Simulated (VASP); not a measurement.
Here is a VASP 6.6.1 calculation.

INCAR

```
PREC     = Accurate       # precision mode
ENCUT    = 520            # plane-wave cutoff, eV
EDIFF    = 1E-6           # SCF threshold, eV
ISMEAR   = 0              # smearing method
SIGMA    = 0.15           # smearing width, eV
LREAL    = F              # projectors in reciprocal space
LASPH    = T              # aspherical terms in the spheres
NELM     = 60             # most SCF steps
ALGO     = Normal         # electronic algorithm
ISIF     = 2              # what is computed and relaxed
LWAVE    = F              # write WAVECAR
LCHARG   = F              # write CHGCAR
GGA      = PS             # functional
NBANDS   = 17             # bands
```

File KPOINTS:

```
Automatic mesh
0
Gamma
  18 18 10
```

The input POSCAR:

```
Pt
1.0
    2.5398123665      0.0000000000      0.0000000000
   -1.2699061833      2.1995420302      0.0000000000
    0.0000000000      0.0000000000      4.9838193600
Pt
2
Direct
    0.6666666667      0.3333333333      0.7500000000
    0.3333333333      0.6666666667      0.2500000000
```

Potentials or basis: VASP PAW PBE potentials, release 64 (Pt).

Command:

```console
$ cat potpaw_PBE.64/Pt/POTCAR > POTCAR
$ mpirun -np 1 vasp_std > vasp.out
```

Question: Estimate the pressure.

Answer: 42.5 GPa.

Question: Estimate the band gap on the k mesh.

Answer: Zero (band 10 reaches 13.91 eV, above the bottom of band 11 at 11.74 eV).

Stress tensor (GPa, compression positive):
```
62.70  0.00  0.00
 0.00 62.70  0.00
 0.00  0.00  2.10
```

Caveat: the cell differs from its parent crystal (strain -0.080 along x and y, +0.040 along z); the PAW data sets were made with another functional, which shifts forces and pressure a little; spin-orbit coupling is left out, which moves the levels of the heavy elements.
